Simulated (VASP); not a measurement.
# Zr (Pm-3n) in VASP: single point with revPBE

Aim: the single point of Zr with revPBE.

All numbers are computed with VASP 6.6.1; they aren't measurements. Logs are shortened: lines on timing, memory, paths and dates and some standing lists are left out, and cuts for length are marked.

## 1. The cell of the first run

The structure is cubic, space group Pm-3n (No. 223). Conventional cell: a = 5.732 Å, b = 5.732 Å, c = 5.732 Å, α = 90.00°, β = 90.00°, γ = 90.00°. Within 4.2 Å of Zr (site symmetry m-3) lie 12 Zr at 3.20 Å. Zr (site symmetry -4m2) has 14 Zr at 2.87 to 3.51 Å within 3.8 Å.

## 2. Single point, revPBE

File INCAR:

```
SYSTEM = Zr
PREC = Accurate
ENCUT = 520
EDIFF = 1E-6
ISMEAR = -1
SIGMA = 0.1
LREAL = .FALSE.
LASPH = .TRUE.
NELM = 80
ALGO = Normal
ISIF = 2
LWAVE = .FALSE.
LCHARG = .TRUE.
GGA = RE
LELF = .TRUE.
LVHAR = .TRUE.
NBANDS = 58
```

File KPOINTS:

```
Automatic mesh
0
G
  6 6 6
  0 0 0
```

File POSCAR:

```
Zr
1.0
    5.7320162706      0.0000000000      0.0000000000
    0.0000000000      5.7320162706      0.0000000000
    0.0000000000      0.0000000000      5.7320162706
Zr
8
Direct
    1.0000000000      1.0000000000      1.0000000000
    0.5000000000      0.5000000000      0.5000000000
    0.2500000000      0.0000000000      0.5000000000
    0.7500000000      0.0000000000      0.5000000000
    0.5000000000      0.2500000000      1.0000000000
    0.5000000000      0.7500000000      1.0000000000
    1.0000000000      0.5000000000      0.2500000000
    1.0000000000      0.5000000000      0.7500000000
```

Potentials or basis: VASP PAW PBE potentials, release 64 (Zr_sv).

On the command line:

```bash
cat potpaw_PBE.64/Zr_sv/POTCAR > POTCAR
mpirun -np 1 vasp_std > vasp.out
```

OUTCAR:

```text
SYSTEM = Zr
   PREC = Accurate
   ENCUT = 520
   EDIFF = 1E-6
   ISMEAR = -1
   LREAL = .FALSE.
   LASPH = .TRUE.
   NELM = 80
   ISIF = 2
   GGA = RE

 ion  position               nearest neighbor table
   1  0.000  0.000  0.000-   3 3.20   4 3.20   5 3.20   6 3.20   7 3.20   8 3.20   3 3.20   4 3.20
                             7 3.20   8 3.20   5 3.20   6 3.20
   2  0.500  0.500  0.500-   3 3.20   4 3.20   5 3.20   6 3.20   7 3.20   8 3.20   5 3.20   6 3.20
                             3 3.20   4 3.20   7 3.20   8 3.20
   3  0.250  0.000  0.500-   4 2.87   4 2.87   1 3.20   1 3.20   2 3.20   2 3.20   8 3.51   7 3.51
                             8 3.51   7 3.51   6 3.51   5 3.51   5 3.51   6 3.51
   4  0.750  0.000  0.500-   3 2.87   3 2.87   1 3.20   1 3.20   2 3.20   2 3.20   8 3.51   7 3.51
                             8 3.51   7 3.51   6 3.51   5 3.51   5 3.51   6 3.51
   5  0.500  0.250  0.000-   6 2.87   6 2.87   1 3.20   2 3.20   2 3.20   1 3.20   8 3.51   7 3.51
                             7 3.51   8 3.51   3 3.51   4 3.51   3 3.51   4 3.51
   6  0.500  0.750  0.000-   5 2.87   5 2.87   1 3.20   2 3.20   2 3.20   1 3.20   8 3.51   7 3.51
                             7 3.51   8 3.51   3 3.51   4 3.51   3 3.51   4 3.51
   7  0.000  0.500  0.250-   8 2.87   8 2.87   1 3.20   2 3.20   1 3.20   2 3.20   3 3.51   4 3.51
                             5 3.51   3 3.51   4 3.51   6 3.51   5 3.51   6 3.51
   8  0.000  0.500  0.750-   7 2.87   7 2.87   1 3.20   2 3.20   1 3.20   2 3.20   3 3.51   4 3.51
                             5 3.51   3 3.51   4 3.51   6 3.51   5 3.51   6 3.51

  LATTYP: Found a simple cubic cell.
 ALAT       =     5.7320162706

  Lattice vectors:

 A1 = (   5.7320162706,   0.0000000000,   0.0000000000)
 A2 = (   0.0000000000,   5.7320162706,   0.0000000000)
 A3 = (   0.0000000000,   0.0000000000,   5.7320162706)

Analysis of symmetry for initial positions (statically):
=====================================================================
 Subroutine PRICEL returns:
 Original cell was already a primitive cell.

 Routine SETGRP: Setting up the symmetry group for a
 simple cubic supercell.

 Subroutine GETGRP returns: Found 48 space group operations
 (whereof 24 operations were pure point group operations)
 out of a pool of 48 trial point group operations.

The static configuration has the point symmetry T_h .
 The point group associated with its full space group is O_h .

Analysis of symmetry for dynamics (positions and initial velocities):
=====================================================================
 Subroutine PRICEL returns:
 Original cell was already a primitive cell.

 Routine SETGRP: Setting up the symmetry group for a
 simple cubic supercell.

 Subroutine GETGRP returns: Found 48 space group operations
 (whereof 24 operations were pure point group operations)
 out of a pool of 48 trial point group operations.

The dynamic configuration has the point symmetry T_h .
 The point group associated with its full space group is O_h .

 Subroutine INISYM returns: Found 48 space group operations
 (whereof 24 operations are pure point group operations),
 and found     1 'primitive' translations

----------------------------------------------------------------------------------------

                                     Primitive cell

  volume of cell :     188.3312

  direct lattice vectors                    reciprocal lattice vectors
     5.732016271  0.000000000  0.000000000     0.174458681  0.000000000  0.000000000
     0.000000000  5.732016271  0.000000000     0.000000000  0.174458681  0.000000000
     0.000000000  0.000000000  5.732016271     0.000000000  0.000000000  0.174458681

  length of vectors
     5.732016271  5.732016271  5.732016271     0.174458681  0.174458681  0.174458681

  position of ions in fractional coordinates (direct lattice)
     0.000000000  0.000000000  0.000000000
     0.500000000  0.500000000  0.500000000
     0.250000000  0.000000000  0.500000000
     0.750000000  0.000000000  0.500000000
     0.500000000  0.250000000  0.000000000
     0.500000000  0.750000000  0.000000000
     0.000000000  0.500000000  0.250000000
     0.000000000  0.500000000  0.750000000

  ion indices of the primitive-cell ions
   primitive index   ion index
                 1           1
                 2           2
                 3           3
                 4           4
                 5           5
                 6           6
                 7           7
                 8           8

----------------------------------------------------------------------------------------

 KPOINTS: Automatic mesh

Automatic generation of k-mesh.
 Grid dimensions read from file:
 generate k-points for:    6    6    6

 Generating k-lattice:

  Cartesian coordinates                     Fractional coordinates (reciprocal lattice)
     0.029076447  0.000000000  0.000000000     0.166666667  0.000000000  0.000000000
     0.000000000  0.029076447  0.000000000     0.000000000  0.166666667  0.000000000
     0.000000000  0.000000000  0.029076447     0.000000000  0.000000000  0.166666667

  Length of vectors
     0.029076447  0.029076447  0.029076447

  Shift w.r.t. Gamma in fractional coordinates (k-lattice)
     0.000000000  0.000000000  0.000000000

 Subroutine IBZKPT returns following result:
 ===========================================

 Found     20 irreducible k-points:

 Following reciprocal coordinates:
            Coordinates               Weight
  0.000000  0.000000  0.000000      1.000000
  0.166667  0.000000  0.000000      6.000000
  0.333333  0.000000  0.000000      6.000000
  0.500000  0.000000  0.000000      3.000000
  0.166667  0.166667  0.000000     12.000000
  0.333333  0.166667  0.000000     24.000000
[... 12 lines left out ...]
  0.500000  0.500000  0.333333      6.000000
  0.500000  0.500000  0.500000      1.000000
   k-points           NKPTS =     20   k-points in BZ     NKDIM =     20   number of bands    NBANDS=     58
   number of dos      NEDOS =    301   number of ions     NIONS =      8
   total plane-waves  NPLWV = 110592
   dimension x,y,z NGX =    48 NGY =   48 NGZ =   48
   dimension x,y,z NGXF=    96 NGYF=   96 NGZF=   96
   ions per type =               8
   NGX,Y,Z   is equivalent  to a cutoff of  13.92, 13.92, 13.92 a.u.
   NGXF,Y,Z  is equivalent  to a cutoff of  27.84, 27.84, 27.84 a.u.
 SYSTEM =  Zr
   PREC   = accura    normal or accurate (medium, high low for compatibility)
   ISTART =      0    job   : 0-new  1-cont  2-samecut
   ICHARG =      2    charge: 1-file 2-atom 10-const
   ISPIN  =      1    spin polarized calculation?
   LNONCOLLINEAR =      F non collinear calculations
   LSORBIT =      F    spin-orbit coupling
   LASPH  =      T    aspherical Exc in radial PAW
   ENCUT  =  520.0 eV  38.22 Ry    6.18 a.u.  10.66 10.66 10.66*2*pi/ulx,y,z
   NELM   =     80;   NELMIN=  2; NELMDL= -5     # of ELM steps
   EDIFF  = 0.1E-05   stopping-criterion for ELM
   LREAL  =      F    real-space projection
   EDIFFG = 0.1E-04   stopping-criterion for IOM
   NSW    =      0    number of steps for IOM
   IBRION =     -1    ionic relax: 0-MD 1-quasi-New 2-CG
   NFREE  =      0    steps in history (QN), initial steepest desc. (CG)
   ISIF   =      2    stress and relaxation
   ISYM   =      2    0-nonsym 1-usesym 2-fastsym
   POTIM  = 0.5000    time-step for ionic-motion
   TEBEG  =    0.0;   TEEND  =   0.0 temperature during run
   PSTRESS=    0.0 pullay stress
   NELECT =      96.0000    total number of electrons
   NUPDOWN=      -1.0000    fix difference up-down
   EMIN   =  10.00;   EMAX   =-10.00  energy-range for DOS
   EFERMI =   0.00;   METHOD = LEGACY
   ISMEAR =    -1;   SIGMA  =   0.10  broadening in eV -4-tet -1-fermi 0-gaus
   EFERMI_NEDOS =   21; number of points for ismear=-14 and -15
   IALGO  =     38    algorithm
   IMIX   =      4    mixing-type and parameters
     AMIX     =   0.40;   BMIX     =  1.00
     AMIX_MAG =   1.60;   BMIX_MAG =  1.00
  volume/ion in A,a.u.               =      23.54       158.87
  Fermi-wavevector in a.u.,A,eV,Ry     =   1.307749  2.471288 23.268795  1.710208
  Thomas-Fermi vector in A             =   2.438463
   LORBIT       =      0    0 simple, 1 ext, 2 COOP (PROOUT), +10 PAW based schemes
   GGA     = RE    functional components
   LHFCALC =     F    Hartree Fock is set to
   AEXX    =    0.0000 exact exchange contribution
   IVDW    =     0    specifies the selected vdW correction
   LEPSILON=     F    determine dielectric tensor
   LRPA    =     F    only Hartree local field effects (RPA)
 non-spin polarized calculation
  energy-cutoff  :      520.00
  volume of cell :      188.33
 maximum number of plane-waves:      5112
 NGX is ok and might be reduce to    48
   NGX = 21   NGY = 21   NGZ = 21

 number of electron      95.9999998 magnetization

 Free energy of the ion-electron system (eV)
  ---------------------------------------------------
  ext. energy  EPLUGINS =         0.00000000
  ---------------------------------------------------
  free energy    TOTEN  =       -64.56822213 eV

  energy without entropy =      -64.03819303  energy(sigma->0) =      -64.30320758

 E-fermi :   8.5475     XC(G=0): -10.9600

 val. band max:        8.5454376180   @ k =   0.5000   0.3333   0.0000
 cond. band min:       8.5493570565   @ k =   0.5000   0.5000   0.0000
 fundamental gap:      0.0039194384
 Fermi energy:         8.5474614574

 k-point     1 :       0.0000    0.0000    0.0000
  band No.  band energies     occupation
      1     -39.8925      2.00000
      2     -39.7876      2.00000
      3     -39.7855      2.00000
      4     -39.7855      2.00000
      5     -39.7253      2.00000
      6     -39.6370      2.00000
[... 50 lines left out ...]
     57       9.8793      0.00000
     58      11.5809      0.00000

 k-point     2 :       0.1667    0.0000    0.0000
  band No.  band energies     occupation
      1     -39.8848      2.00000
      2     -39.7932      2.00000
      3     -39.7833      2.00000
      4     -39.7785      2.00000
      5     -39.7273      2.00000
      6     -39.6470      2.00000
[... 1093 lines left out ...]
      2     -39.7879      2.00000
      3     -39.7198      2.00000
      4     -39.7198      2.00000
      5     -39.7198      2.00000
      6     -39.7198      2.00000
[... 50 lines left out ...]
     57      11.4467      0.00000
     58      11.4467      0.00000

------------------------ aborting loop because EDIFF is reached ----------------------------------------

  FORCE on cell =-STRESS in cart. coord.  units (eV):
  Direction    XX          YY          ZZ          XY          YZ          ZX
  --------------------------------------------------------------------------------------
  -------------------------------------------------------------------------------------
  Total       -0.0728576     -0.0728576     -0.0728576      0.0000000     -0.0000000     -0.0000000
  in kB       -0.6198164     -0.6198164     -0.6198164      0.0000000     -0.0000000     -0.0000000
  external PRESSURE =      -0.6198164 kB  Pullay stress =       0.0000000 kB

 VOLUME and BASIS-vectors are now :
 -----------------------------------------------------------------------------
  energy-cutoff  :      520.00
  volume of cell :      188.33
      direct lattice vectors                 reciprocal lattice vectors
     5.732016271  0.000000000  0.000000000     0.174458681  0.000000000  0.000000000
     0.000000000  5.732016271  0.000000000     0.000000000  0.174458681  0.000000000
     0.000000000  0.000000000  5.732016271     0.000000000  0.000000000  0.174458681

 POSITION                                       TOTAL-FORCE (eV/Angst)
 -----------------------------------------------------------------------------------
      0.00000      0.00000      0.00000        -0.000000      0.000000     -0.000000
      2.86601      2.86601      2.86601        -0.000000      0.000000     -0.000000
      1.43300      0.00000      2.86601        -0.000000     -0.000000     -0.000000
      4.29901      0.00000      2.86601         0.000000     -0.000000      0.000000
      2.86601      1.43300      0.00000         0.000000      0.000000      0.000000
      2.86601      4.29901      0.00000        -0.000000     -0.000000      0.000000
      0.00000      2.86601      1.43300        -0.000000     -0.000000      0.000000
      0.00000      2.86601      4.29901         0.000000     -0.000000     -0.000000
 -----------------------------------------------------------------------------------
    total drift:                                0.000000     -0.000000      0.000000

  FREE ENERGIE OF THE ION-ELECTRON SYSTEM (eV)
  ---------------------------------------------------
  free  energy   TOTEN  =       -64.5682221286 eV

  energy  without entropy=      -64.0381930289  energy(sigma->0) =      -64.30320758
```

Wall time 5.7 min (1 thread of Intel Xeon 8259CL, shared host); peak memory 0.4 GiB.

Results:

- Free energy: -64.5682 eV
- Pressure: -0.1 GPa
- Band gap on the k mesh: zero (bands 48 and 49 overlap by 0.38 eV)

Levels at points of the mesh, in eV from the Fermi level:
| k point | band 45 | band 46 | band 47 | band 48 | band 49 | band 50 | band 51 | band 52 |
| --- | --- | --- | --- | --- | --- | --- | --- | --- |
| (0.00, 0.00, 0.00) | -0.43 | -0.43 | -0.24 | -0.19 | -0.19 | -0.19 | 0.07 | 0.07 |
| (0.50, 0.00, 0.00) | -0.24 | -0.24 | -0.11 | -0.11 | 0.39 | 0.39 | 0.51 | 0.51 |
| (0.50, 0.50, 0.00) | -0.18 | -0.18 | -0.18 | 0.00 | 0.20 | 0.21 | 0.21 | 0.52 |
| (0.50, 0.50, 0.50) | -0.03 | -0.03 | -0.03 | -0.03 | -0.03 | -0.03 | 0.67 | 0.67 |

Caveat: the PAW data sets were made with another functional, which shifts forces and pressure a little.
